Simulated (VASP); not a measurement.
# Cu (I4/mmm) in VASP: single point with r2SCAN

Aim: the single point of Cu with r2SCAN.

Program: VASP 6.6.1. These are calculated values, not measurements. Logs are shortened: lines on timing, memory, paths and dates and some standing lists are left out, and cuts for length are marked.

### Step 1. The cell of the first run

Symmetry: I4/mmm, No. 139, tetragonal system. Conventional cell: a = 2.476 Å, b = 2.476 Å, c = 3.852 Å, α = 90.00°, β = 90.00°, γ = 90.00°. Cu (site symmetry 4/mmm) has 12 Cu at 2.48 to 2.60 Å within 3.3 Å.

### Step 2. Single point, r2SCAN

File POSCAR:

```
Cu
1.0
    0.0000000000      1.7509782209      1.9260760430
    1.7509782209      0.0000000000      1.9260760430
    1.7509782209      1.7509782209      0.0000000000
Cu
1
Direct
    0.0000000000      0.0000000000      0.0000000000
```

File INCAR.step1:

```
ALGO = Normal
EDIFF = 1E-4
ENCUT = 520
GGA = PE
ISMEAR = 0
LASPH = T
LCHARG = F
LREAL = F
LWAVE = T
NBANDS = 12
NELM = 60
PREC = Accurate
SIGMA = 0.15
```

File INCAR.step2:

```
ALGO = Normal
EDIFF = 1E-6
ENCUT = 520
ISIF = 2
ISMEAR = 0
ISTART = 1
LASPH = T
LCHARG = F
LMIXTAU = T
LREAL = F
LWAVE = F
METAGGA = R2SCAN
NBANDS = 12
NELM = 60
PREC = Accurate
SIGMA = 0.15
```

File KPOINTS:

```
k-points
0
Gamma
  24 24 24
```

Potentials or basis: VASP PAW PBE potentials, release 64 (Cu).

Run with:

```console
> cat potpaw_PBE.64/Cu/POTCAR > POTCAR
> cp INCAR.step1 INCAR
> mpirun -np 1 vasp_std > vasp.out
> cp INCAR.step2 INCAR
> mpirun -np 1 vasp_std > vasp.out
```

OUTCAR:

```text
EDIFF = 1E-6
   ENCUT = 520
   ISIF = 2
   ISMEAR = 0
   ISTART = 1
   LASPH = T
   LREAL = F
   METAGGA = R2SCAN
   NELM = 60
   PREC = Accurate

 ion  position               nearest neighbor table
   1  0.000  0.000  0.000-

  LATTYP: Found a body centered tetragonal cell.
 ALAT       =     2.4762571474
 C/A-ratio  =     1.5556349186

  Lattice vectors:

 A1 = (  -1.7509782209,   0.0000000000,   1.9260760430)
 A2 = (   1.7509782209,   0.0000000000,   1.9260760430)
 A3 = (   0.0000000000,   1.7509782209,  -1.9260760430)

Analysis of symmetry for initial positions (statically):
=====================================================================
 Subroutine PRICEL returns:
 Original cell was already a primitive cell.

 Routine SETGRP: Setting up the symmetry group for a
 body centered tetragonal supercell.

 Subroutine GETGRP returns: Found 16 space group operations
 (whereof 16 operations were pure point group operations)
 out of a pool of 16 trial point group operations.

The static configuration has the point symmetry D_4h.

Analysis of symmetry for dynamics (positions and initial velocities):
=====================================================================
 Subroutine PRICEL returns:
 Original cell was already a primitive cell.

 Routine SETGRP: Setting up the symmetry group for a
 body centered tetragonal supercell.

 Subroutine GETGRP returns: Found 16 space group operations
 (whereof 16 operations were pure point group operations)
 out of a pool of 16 trial point group operations.

The dynamic configuration has the point symmetry D_4h.

 Subroutine INISYM returns: Found 16 space group operations
 (whereof 16 operations are pure point group operations),
 and found     1 'primitive' translations

----------------------------------------------------------------------------------------

                                     Primitive cell

  volume of cell :      11.8104

  direct lattice vectors                    reciprocal lattice vectors
     0.000000000  1.750978221  1.926076043    -0.285554665  0.285554665  0.259595150
     1.750978221  0.000000000  1.926076043     0.285554665 -0.285554665  0.259595150
     1.750978221  1.750978221  0.000000000     0.285554665  0.285554665 -0.259595150

  length of vectors
     2.603016261  2.603016261  2.476257147     0.480075594  0.480075594  0.480075594

  position of ions in fractional coordinates (direct lattice)
     0.000000000  0.000000000  0.000000000

  ion indices of the primitive-cell ions
   primitive index   ion index
                 1           1

----------------------------------------------------------------------------------------

 KPOINTS: k-points

Automatic generation of k-mesh.
 Grid dimensions read from file:
 generate k-points for:   24   24   24

 Generating k-lattice:

  Cartesian coordinates                     Fractional coordinates (reciprocal lattice)
    -0.011898111  0.011898111  0.010816465     0.041666667  0.000000000  0.000000000
     0.011898111 -0.011898111  0.010816465     0.000000000  0.041666667  0.000000000
     0.011898111  0.011898111 -0.010816465     0.000000000  0.000000000  0.041666667

  Length of vectors
     0.020003150  0.020003150  0.020003150

  Shift w.r.t. Gamma in fractional coordinates (k-lattice)
     0.000000000  0.000000000  0.000000000

 Subroutine IBZKPT returns following result:
 ===========================================

 Found   1063 irreducible k-points:

 Following reciprocal coordinates:
            Coordinates               Weight
  0.000000  0.000000  0.000000      1.000000
  0.041667  0.000000  0.000000      8.000000
  0.083333  0.000000  0.000000      8.000000
  0.125000  0.000000  0.000000      8.000000
  0.166667  0.000000  0.000000      8.000000
  0.208333  0.000000  0.000000      8.000000
[... 16 lines left out ...]
  0.416667  0.041667  0.000000      8.000000
  0.458333  0.041667  0.000000      8.000000
 [... further k-points ...]
   k-points           NKPTS =   1063   k-points in BZ     NKDIM =   1063   number of bands    NBANDS=     12
   number of dos      NEDOS =    301   number of ions     NIONS =      1
   total plane-waves  NPLWV =   7200
   dimension x,y,z NGX =    20 NGY =   20 NGZ =   18
   dimension x,y,z NGXF=    40 NGYF=   40 NGZF=   36
   ions per type =               1
   NGX,Y,Z   is equivalent  to a cutoff of  12.77, 12.77, 12.08 a.u.
   NGXF,Y,Z  is equivalent  to a cutoff of  25.55, 25.55, 24.17 a.u.
 SYSTEM =  unknown system
   PREC   = accura    normal or accurate (medium, high low for compatibility)
   ISTART =      1    job   : 0-new  1-cont  2-samecut
   ICHARG =      0    charge: 1-file 2-atom 10-const
   ISPIN  =      1    spin polarized calculation?
   LNONCOLLINEAR =      F non collinear calculations
   LSORBIT =      F    spin-orbit coupling
   LASPH  =      T    aspherical Exc in radial PAW
   ENCUT  =  520.0 eV  38.22 Ry    6.18 a.u.   4.84  4.84  4.60*2*pi/ulx,y,z
   NELM   =     60;   NELMIN=  2; NELMDL=  0     # of ELM steps
   EDIFF  = 0.1E-05   stopping-criterion for ELM
   LREAL  =      F    real-space projection
[... 7 lines left out ...]
   TEBEG  =    0.0;   TEEND  =   0.0 temperature during run
   PSTRESS=    0.0 pullay stress
   NELECT =      11.0000    total number of electrons
   NUPDOWN=      -1.0000    fix difference up-down
   EMIN   =  10.00;   EMAX   =-10.00  energy-range for DOS
   EFERMI =   0.00;   METHOD = LEGACY
   ISMEAR =     0;   SIGMA  =   0.15  broadening in eV -4-tet -1-fermi 0-gaus
   EFERMI_NEDOS =   21; number of points for ismear=-14 and -15
   IALGO  =     38    algorithm
   IMIX   =      4    mixing-type and parameters
     AMIX     =   0.40;   BMIX     =  1.00
     AMIX_MAG =   1.60;   BMIX_MAG =  1.00
  volume/ion in A,a.u.               =      11.81        79.70
  Fermi-wavevector in a.u.,A,eV,Ry     =   1.598763  3.021224 34.777078  2.556043
  Thomas-Fermi vector in A             =   2.696162
   LORBIT       =      0    0 simple, 1 ext, 2 COOP (PROOUT), +10 PAW based schemes
   METAGGA = R2SCAN    functional components
   LHFCALC =     F    Hartree Fock is set to
   AEXX    =    0.0000 exact exchange contribution
   IVDW    =     0    specifies the selected vdW correction
   LEPSILON=     F    determine dielectric tensor
   LRPA    =     F    only Hartree local field effects (RPA)
 non-spin polarized calculation
 Gauss-broadening in eV      SIGMA  =   0.15
  energy-cutoff  :      520.00
  volume of cell :       11.81
 maximum number of plane-waves:       338
   NGX =  9   NGY =  9   NGZ =  9

 number of electron      11.0000009 magnetization

 Free energy of the ion-electron system (eV)
  ---------------------------------------------------
  ext. energy  EPLUGINS =         0.00000000
  ---------------------------------------------------
  free energy    TOTEN  =       -10.80920167 eV

  energy without entropy =      -10.80605216  energy(sigma->0) =      -10.80762691

 E-fermi :   7.4280     XC(G=0): -13.7431

 val. band max:        7.4241013203   @ k =  -0.2500   0.2500   0.0833
 cond. band min:       7.4299959435   @ k =   0.4583   0.0000   0.2083
 fundamental gap:      0.0058946232
 Fermi energy:         7.4280256835

 k-point     1 :       0.0000    0.0000    0.0000
  band No.  band energies     occupation
      1      -2.2673      2.00000
      2       3.9419      2.00000
      3       4.4419      2.00000
      4       4.4425      2.00000
      5       4.8092      2.00000
      6       5.2946      2.00000
      7      30.9666      0.00000
      8      33.6036      0.00000
      9      34.0335      0.00000
     10      34.0339      0.00000
     11      36.2605      0.00000
     12      36.2610      0.00000

 k-point     2 :       0.0417    0.0000    0.0000
  band No.  band energies     occupation
      1      -2.2012      2.00000
      2       3.9495      2.00000
      3       4.4328      2.00000
      4       4.4536      2.00000
      5       4.8081      2.00000
      6       5.2864      2.00000
      7      30.6337      0.00000
      8      32.7891      0.00000
      9      33.5057      0.00000
     10      33.8191      0.00000
     11      36.5826      0.00000
     12      36.6646      0.00000

 k-point     3 :       0.0833    0.0000    0.0000
  band No.  band energies     occupation
      1      -2.0040      2.00000
      2       3.9680      2.00000
      3       4.4055      2.00000
      4       4.4868      2.00000
      5       4.8098      2.00000
      6       5.2638      2.00000
      7      29.2051      0.00000
      8      31.9126      0.00000
      9      32.9290      0.00000
     10      33.3834      0.00000
     11      36.8231      0.00000
     12      37.3340      0.00000
[... 286 lines left out ...]
 k-point    23 :       0.4167    0.0417    0.0000
  band No.  band energies     occupation
      1       1.9416      2.00000
      2       4.0025      2.00000
      3       4.5150      2.00000
      4       4.9169      2.00000
      5       5.5348      2.00000
      6       5.7634      2.00000
      7      13.7562      0.00000
      8      27.2401      0.00000
      9      30.9047      0.00000
     10      31.0186      0.00000
     11      32.6753      0.00000
     12      36.9100      0.00000

 k-point    24 :       0.4583    0.0417    0.0000
  band No.  band energies     occupation
      1       2.1262      2.00000
      2       3.9780      2.00000
      3       4.4802      2.00000
      4       5.3256      2.00000
      5       5.5727      2.00000
      6       6.1815      2.00000
      7      12.3664      0.00000
      8      26.7975      0.00000
      9      31.0166      0.00000
     10      31.2047      0.00000
     11      32.5916      0.00000
     12      36.1916      0.00000

 [... further k-points ...]

------------------------ aborting loop because EDIFF is reached ----------------------------------------

  FORCE on cell =-STRESS in cart. coord.  units (eV):
  Direction    XX          YY          ZZ          XY          YZ          ZX
  --------------------------------------------------------------------------------------
  -------------------------------------------------------------------------------------
  Total       -0.1023044     -0.1023044     -0.6469777      0.0000000     -0.0000000      0.0000000
  in kB      -13.8784231    -13.8784231    -87.7677503      0.0000000     -0.0000000      0.0000000
  external PRESSURE =     -38.5081988 kB  Pullay stress =       0.0000000 kB

 VOLUME and BASIS-vectors are now :
 -----------------------------------------------------------------------------
  energy-cutoff  :      520.00
  volume of cell :       11.81
      direct lattice vectors                 reciprocal lattice vectors
     0.000000000  1.750978221  1.926076043    -0.285554665  0.285554665  0.259595150
     1.750978221  0.000000000  1.926076043     0.285554665 -0.285554665  0.259595150
     1.750978221  1.750978221  0.000000000     0.285554665  0.285554665 -0.259595150

 POSITION                                       TOTAL-FORCE (eV/Angst)
 -----------------------------------------------------------------------------------
      0.00000      0.00000      0.00000         0.000000      0.000000      0.000000
 -----------------------------------------------------------------------------------
    total drift:                                0.000000     -0.000000      0.000000

  FREE ENERGIE OF THE ION-ELECTRON SYSTEM (eV)
  ---------------------------------------------------
  free  energy   TOTEN  =       -10.8092016682 eV

  energy  without entropy=      -10.8060521601  energy(sigma->0) =      -10.80762691
```

Wall time 7.5 min (1 thread of Intel Xeon Platinum 8259CL at 2.50GHz (Skylake/Cascade Lake), shared host); peak memory 0.25 GiB.

Results:

| Property | Result |
| --- | --- |
| Free energy | -10.8092 eV |
| Pressure | -3.9 GPa |

Stress tensor (GPa, compression positive):
```
-1.39  0.00  0.00
 0.00 -1.39  0.00
 0.00  0.00 -8.78
```

Levels at points of the mesh, in eV from the Fermi level:
| k point | band 4 | band 5 | band 6 | band 7 | band 8 | band 9 |
| --- | --- | --- | --- | --- | --- | --- |
| (0.00, 0.00, 0.00) | -2.99 | -2.62 | -2.13 | 23.54 | 26.18 | 26.61 |
| (0.50, 0.00, 0.00) | -1.85 | -1.69 | -1.04 | 3.99 | 19.85 | 23.76 |
| (0.50, 0.50, 0.00) | -1.64 | -1.64 | 0.24 | 5.77 | 15.35 | 15.35 |
| (0.50, 0.00, 0.50) | -1.79 | -1.43 | 2.31 | 8.28 | 12.96 | 13.17 |

Caveat: the PAW data sets were made with another functional, which shifts forces and pressure a little.
